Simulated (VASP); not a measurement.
# LaZn (Pm-3m) in VASP: a series of runs, part 2 of 2

VASP 6.6.1. Earlier steps stand in the parts before.

## (4) Electric field gradients, LDA (25.84 Å³/atom)

This run uses another cell than the first one, of 25.84 Å³/atom.

Input file INCAR:

```
SYSTEM = LaZn
  PREC = Accurate
  ENCUT = 520
  EDIFF = 1E-8
  ISMEAR = -1
  SIGMA = 0.05
  LREAL = .FALSE.
  LASPH = .TRUE.
  NELM = 100
  ALGO = Normal
  ISIF = 2
  LWAVE = .FALSE.
  LCHARG = .FALSE.
  LEFG = .TRUE.
  NBANDS = 18
```

Input file KPOINTS:

```
regular mesh
0
G
  9 9 9
  0 0 0
```

Input file POSCAR:

```
LaZn
1.0
    3.7248314564      0.0000000000      0.0000000000
    0.0000000000      3.7248314564      0.0000000000
    0.0000000000      0.0000000000      3.7248314564
La Zn
1 1
Direct
    0.5000000000      0.5000000000      0.5000000000
    0.0000000000      0.0000000000      0.0000000000
```

Potentials or basis: VASP PAW LDA potentials, release 64 (La, Zn).

On the command line:

```bash
> cat potpaw_LDA.64/La/POTCAR potpaw_LDA.64/Zn/POTCAR > POTCAR
> mpirun -np 1 vasp_std > vasp.out
```

OUTCAR:

```text
SYSTEM = LaZn
   PREC = Accurate
   ENCUT = 520
   EDIFF = 1E-8
   ISMEAR = -1
   LREAL = .FALSE.
   LASPH = .TRUE.
   NELM = 100
   ISIF = 2

 ion  position               nearest neighbor table
   1  0.500  0.500  0.500-   2 3.23   2 3.23   2 3.23   2 3.23   2 3.23   2 3.23   2 3.23   2 3.23

   2  0.000  0.000  0.000-   1 3.23   1 3.23   1 3.23   1 3.23   1 3.23   1 3.23   1 3.23   1 3.23

  LATTYP: Found a simple cubic cell.
 ALAT       =     3.7248314564

  Lattice vectors:

 A1 = (   3.7248314564,   0.0000000000,   0.0000000000)
 A2 = (   0.0000000000,   3.7248314564,   0.0000000000)
 A3 = (   0.0000000000,   0.0000000000,   3.7248314564)

Analysis of symmetry for initial positions (statically):
=====================================================================
 Subroutine PRICEL returns:
 Original cell was already a primitive cell.

 Routine SETGRP: Setting up the symmetry group for a
 simple cubic supercell.

[... 692 lines left out ...]
  volume of cell :       51.68
      direct lattice vectors                 reciprocal lattice vectors
     3.724831456  0.000000000  0.000000000     0.268468523  0.000000000  0.000000000
     0.000000000  3.724831456  0.000000000     0.000000000  0.268468523  0.000000000
     0.000000000  0.000000000  3.724831456     0.000000000  0.000000000  0.268468523

 POSITION                                       TOTAL-FORCE (eV/Angst)
 -----------------------------------------------------------------------------------
      1.86242      1.86242      1.86242         0.000000      0.000000      0.000000
      0.00000      0.00000      0.00000         0.000000      0.000000      0.000000
 -----------------------------------------------------------------------------------
    total drift:                               -0.000000      0.000000      0.000000

  FREE ENERGIE OF THE ION-ELECTRON SYSTEM (eV)
  ---------------------------------------------------
  free  energy   TOTEN  =        -7.9574420439 eV

  energy  without entropy=       -7.9339655222  energy(sigma->0) =       -7.94570378

 Electric field gradients (V/A^2)
---------------------------------------------------------------------
 ion       V_xx      V_yy      V_zz      V_xy      V_xz      V_yz
---------------------------------------------------------------------
   1       0.000     0.000    -0.000     0.000     0.000    -0.000
   2       0.000    -0.000    -0.000    -0.000    -0.000     0.000
---------------------------------------------------------------------

 Electric field gradients after diagonalization (V/A^2)
 (convention: |V_zz| > |V_xx| > |V_yy|)
----------------------------------------------------------------------
 ion       V_xx      V_yy      V_zz     asymmetry (V_yy - V_xx)/ V_zz
----------------------------------------------------------------------
   1       0.000     0.000    -0.000       0.680
   2      -0.000     0.000    -0.000      -0.777
----------------------------------------------------------------------

           NMR quadrupolar parameters

 Cq : quadrupolar parameter    Cq=e*Q*V_zz/h
 eta: asymmetry parameters     (V_yy - V_xx)/ V_zz
 Q  : nuclear electric quadrupole moment in mb (millibarn)
----------------------------------------------------------------------
 ion       Cq(MHz)       eta       Q (mb)
----------------------------------------------------------------------
   1      -0.000       0.680       1.000
   2      -0.000      -0.777       1.000
----------------------------------------------------------------------
```

Run time: 60 s. Hardware: 1 thread of Intel Xeon 8259CL, shared host; peak memory 0.17 GiB.

Results:

```yaml
Free_energy: -7.9574 eV
Pressure: -3.1 GPa
Band_gap_on_the_k_mesh: zero (an odd number of electrons rules out a gap without spin polarisation)
Largest_electric_field_gradient_by_atom: under 0.05 V/Å² on every atom
```

Levels at points of the mesh, in eV from the Fermi level:
| k point | band 8 | band 9 | band 10 | band 11 | band 12 | band 13 | band 14 | band 15 | band 16 | band 17 |
| --- | --- | --- | --- | --- | --- | --- | --- | --- | --- | --- |
| (0.00, 0.00, 0.00) | -7.03 | -7.03 | -6.10 | -0.42 | -0.42 | 1.64 | 1.64 | 1.64 | 1.78 | 1.78 |

Caveat: the cell stands under tension; spin-orbit coupling is left out, which moves the levels of the heavy elements.

## (5) Electric field gradients, LDA (26.10 Å³/atom)

This run uses another cell than the first one, of 26.10 Å³/atom.

Input file INCAR:

```
PREC = Accurate
ENCUT = 520
EDIFF = 1E-8
ISMEAR = -1
SIGMA = 0.05
LREAL = False
LASPH = True
NELM = 100
ALGO = Normal
ISIF = 2
LWAVE = False
LCHARG = False
LEFG = True
NBANDS = 18
```

Input file KPOINTS:

```
Automatic mesh
0
Gamma
  9 9 9
```

Input file POSCAR:

```
LaZn
1.0
    3.7374581003      0.0000000000      0.0000000000
    0.0000000000      3.7374581003      0.0000000000
    0.0000000000      0.0000000000      3.7374581003
La Zn
1 1
Direct
    0.5000000000      0.5000000000      0.5000000000
    0.0000000000      0.0000000000      0.0000000000
```

Potentials or basis: VASP PAW LDA potentials, release 64 (La, Zn).

On the command line:

```bash
> cat potpaw_LDA.64/La/POTCAR potpaw_LDA.64/Zn/POTCAR > POTCAR
> mpirun -np 1 vasp_std > vasp.out
```

OUTCAR:

```text
PREC = Accurate
   ENCUT = 520
   EDIFF = 1E-8
   ISMEAR = -1
   LREAL = False
   LASPH = True
   NELM = 100
   ISIF = 2

 ion  position               nearest neighbor table
   1  0.500  0.500  0.500-   2 3.24   2 3.24   2 3.24   2 3.24   2 3.24   2 3.24   2 3.24   2 3.24

   2  0.000  0.000  0.000-   1 3.24   1 3.24   1 3.24   1 3.24   1 3.24   1 3.24   1 3.24   1 3.24

  LATTYP: Found a simple cubic cell.
 ALAT       =     3.7374581003

  Lattice vectors:

 A1 = (   3.7374581003,   0.0000000000,   0.0000000000)
 A2 = (   0.0000000000,   3.7374581003,   0.0000000000)
 A3 = (   0.0000000000,   0.0000000000,   3.7374581003)

Analysis of symmetry for initial positions (statically):
=====================================================================
 Subroutine PRICEL returns:
 Original cell was already a primitive cell.

 Routine SETGRP: Setting up the symmetry group for a
 simple cubic supercell.

 Subroutine GETGRP returns: Found 48 space group operations
 (whereof 48 operations were pure point group operations)
[... 692 lines left out ...]
     3.737458100  0.000000000  0.000000000     0.267561528  0.000000000  0.000000000
     0.000000000  3.737458100  0.000000000     0.000000000  0.267561528  0.000000000
     0.000000000  0.000000000  3.737458100     0.000000000  0.000000000  0.267561528

 POSITION                                       TOTAL-FORCE (eV/Angst)
 -----------------------------------------------------------------------------------
      1.86873      1.86873      1.86873         0.000000      0.000000      0.000000
      0.00000      0.00000      0.00000         0.000000      0.000000      0.000000
 -----------------------------------------------------------------------------------
    total drift:                               -0.000000      0.000000      0.000000

  FREE ENERGIE OF THE ION-ELECTRON SYSTEM (eV)
  ---------------------------------------------------
  free  energy   TOTEN  =        -7.9464262365 eV

  energy  without entropy=       -7.9229055664  energy(sigma->0) =       -7.93466590

 Electric field gradients (V/A^2)
---------------------------------------------------------------------
 ion       V_xx      V_yy      V_zz      V_xy      V_xz      V_yz
---------------------------------------------------------------------
   1      -0.000    -0.000    -0.000     0.000     0.000    -0.000
   2       0.000     0.000    -0.000    -0.000     0.000    -0.000
---------------------------------------------------------------------

 Electric field gradients after diagonalization (V/A^2)
 (convention: |V_zz| > |V_xx| > |V_yy|)
----------------------------------------------------------------------
 ion       V_xx      V_yy      V_zz     asymmetry (V_yy - V_xx)/ V_zz
----------------------------------------------------------------------
   1      -0.000    -0.000    -0.000      -0.743
   2       0.000     0.000    -0.000       0.156
----------------------------------------------------------------------

           NMR quadrupolar parameters

 Cq : quadrupolar parameter    Cq=e*Q*V_zz/h
 eta: asymmetry parameters     (V_yy - V_xx)/ V_zz
 Q  : nuclear electric quadrupole moment in mb (millibarn)
----------------------------------------------------------------------
 ion       Cq(MHz)       eta       Q (mb)
----------------------------------------------------------------------
   1      -0.000      -0.743       1.000
   2      -0.000       0.156       1.000
----------------------------------------------------------------------
```

OSZICAR:

```text
N       E                     dE             d eps       ncg     rms          rms(c)
DAV:   1     0.168978203190E+03    0.16898E+03   -0.96935E+03  1292   0.196E+03
DAV:   2     0.122576525554E+02   -0.15672E+03   -0.15229E+03  1556   0.282E+02
DAV:   3    -0.683282948382E+01   -0.19090E+02   -0.18273E+02  1638   0.115E+02
DAV:   4    -0.819859471580E+01   -0.13658E+01   -0.12617E+01  2374   0.226E+01
DAV:   5    -0.824171392026E+01   -0.43119E-01   -0.42996E-01  1734   0.384E+00    0.344E+00
DAV:   6    -0.797370360127E+01    0.26801E+00   -0.23675E+00  1894   0.194E+01    0.221E+00
DAV:   7    -0.795448696100E+01    0.19217E-01   -0.20941E-01  1648   0.549E+00    0.104E+00
DAV:   8    -0.794692967661E+01    0.75573E-02   -0.18484E-02  2224   0.113E+00    0.175E-01
DAV:   9    -0.794644499873E+01    0.48468E-03   -0.79464E-04  2064   0.257E-01    0.391E-02
DAV:  10    -0.794642656428E+01    0.18434E-04   -0.14419E-04  2176   0.109E-01    0.938E-03
DAV:  11    -0.794642590842E+01    0.65586E-06   -0.17991E-05  1784   0.445E-02    0.392E-03
DAV:  12    -0.794642625533E+01   -0.34691E-06   -0.16517E-06  2264   0.117E-02    0.119E-03
DAV:  13    -0.794642623943E+01    0.15908E-07   -0.14160E-07  1808   0.371E-03    0.440E-04
DAV:  14    -0.794642623652E+01    0.29099E-08   -0.17684E-08  1472   0.128E-03
   1 F= -.79464262E+01 E0= -.79346659E+01  d E =-.235207E-01
```

stdout:

```text
POSCAR found type information on POSCAR LaZn
 POSCAR found :  2 types and       2 ions
 scaLAPACK will be used
 LDA part: xc-table for (Slater(with rela. corr.)+CA(PZ))
 , standard interpolation
 POSCAR, INCAR and KPOINTS ok, starting setup
 FFT: planning ... GRIDC
 FFT: planning ... GRID_SOFT
 FFT: planning ... GRID
 WAVECAR not read
 entering main loop
ion   1

ion   2
```

It took 60 s on 1 thread of Intel Xeon 8259CL, shared host; peak memory 0.18 GiB.

What came out:

| Quantity | Value |
| --- | --- |
| Free energy | -7.9464 eV |
| Pressure | -3.6 GPa |
| Band gap on the k mesh | zero (an odd number of electrons rules out a gap without spin polarisation) |
| Largest electric field gradient by atom | under 0.05 V/Å² on every atom |

Caveat: the cell stands under tension; spin-orbit coupling is left out, which moves the levels of the heavy elements.

## (6) Electric field gradients, LDA

This run uses another cell than the first one, of 26.37 Å³/atom.

Input file INCAR:

```
PREC = Accurate ; ENCUT = 520
EDIFF = 1E-8 ; ISMEAR = -1
SIGMA = 0.05 ; LREAL = F
LASPH = T ; NELM = 100
ALGO = Normal ; ISIF = 2
LWAVE = F ; LCHARG = F
LEFG = T ; NBANDS = 18
```

Input file KPOINTS:

```
regular mesh
0
Gamma
  9 9 9
```

Input file POSCAR:

```
LaZn
1.0
    3.7500000000      0.0000000000      0.0000000000
    0.0000000000      3.7500000000      0.0000000000
    0.0000000000      0.0000000000      3.7500000000
La Zn
1 1
Direct
    0.5000000000      0.5000000000      0.5000000000
    0.0000000000      0.0000000000      0.0000000000
```

Potentials or basis: VASP PAW LDA potentials, release 64 (La, Zn).

On the command line:

```bash
> cat potpaw_LDA.64/La/POTCAR potpaw_LDA.64/Zn/POTCAR > POTCAR
> mpirun -np 1 vasp_std > vasp.out
```

OUTCAR:

```text
PREC = Accurate
   ENCUT = 520
   EDIFF = 1E-8
   ISMEAR = -1
   LREAL = F
   LASPH = T
   NELM = 100
   ISIF = 2

 ion  position               nearest neighbor table
   1  0.500  0.500  0.500-   2 3.25   2 3.25   2 3.25   2 3.25   2 3.25   2 3.25   2 3.25   2 3.25

   2  0.000  0.000  0.000-   1 3.25   1 3.25   1 3.25   1 3.25   1 3.25   1 3.25   1 3.25   1 3.25

  LATTYP: Found a simple cubic cell.
 ALAT       =     3.7500000000

  Lattice vectors:

 A1 = (   3.7500000000,   0.0000000000,   0.0000000000)
[... 716 lines left out ...]
  FREE ENERGIE OF THE ION-ELECTRON SYSTEM (eV)
  ---------------------------------------------------
  free  energy   TOTEN  =        -7.9339887378 eV

  energy  without entropy=       -7.9104141129  energy(sigma->0) =       -7.92220143

 Electric field gradients (V/A^2)
---------------------------------------------------------------------
 ion       V_xx      V_yy      V_zz      V_xy      V_xz      V_yz
---------------------------------------------------------------------
   1       0.000     0.000    -0.000     0.000     0.000     0.000
   2      -0.000    -0.000    -0.000    -0.000    -0.000    -0.000
---------------------------------------------------------------------

 Electric field gradients after diagonalization (V/A^2)
 (convention: |V_zz| > |V_xx| > |V_yy|)
----------------------------------------------------------------------
 ion       V_xx      V_yy      V_zz     asymmetry (V_yy - V_xx)/ V_zz
----------------------------------------------------------------------
   1       0.000     0.000    -0.000       0.027
   2      -0.000    -0.000    -0.000      -0.255
----------------------------------------------------------------------

           NMR quadrupolar parameters

 Cq : quadrupolar parameter    Cq=e*Q*V_zz/h
 eta: asymmetry parameters     (V_yy - V_xx)/ V_zz
 Q  : nuclear electric quadrupole moment in mb (millibarn)
----------------------------------------------------------------------
 ion       Cq(MHz)       eta       Q (mb)
----------------------------------------------------------------------
   1      -0.000       0.027       1.000
   2      -0.000      -0.255       1.000
----------------------------------------------------------------------
```

Run time: 52 s. Hardware: 1 thread of Intel Xeon 8259CL, shared host; peak memory 0.18 GiB.

What came out:

```yaml
Free_energy: -7.9340 eV
Pressure: -4.0 GPa
Band_gap_on_the_k_mesh: zero (an odd number of electrons rules out a gap without spin polarisation)
Largest_electric_field_gradient_by_atom: under 0.05 V/Å² on every atom
```

Levels at points of the mesh, in eV from the Fermi level:
```
           k point  band 9  band 10  band 11  band 12  band 13  band 14  band 15  band 16
(0.00, 0.00, 0.00)   -7.01    -6.06    -0.40    -0.40     1.59     1.59     1.59     1.72
```

Caveat: the cell stands under tension; spin-orbit coupling is left out, which moves the levels of the heavy elements.

## (7) Summary

| cell | gap on the mesh (eV) | pressure (GPa) |
| --- | --- | --- |
| a = 3.699 Å, 2 atoms | none | -2.2 |
| a = 3.725 Å, 2 atoms | none | -3.1 |
| a = 3.737 Å, 2 atoms | none | -3.6 |
| a = 3.750 Å, 2 atoms | none | -4.0 |

Alike in all rows: task electric field gradients; level LDA; potentials or basis VASP PAW LDA potentials, release 64 (La, Zn); no spin polarisation; k mesh 9 × 9 × 9; cutoff (eV) 520; smearing fermi-dirac 0.05 eV.

Caveats: spin-orbit coupling is left out, which moves the levels of the heavy elements; the cell stands under tension (at least some runs).

Absolute energies hang on the potentials; compare differences alone.
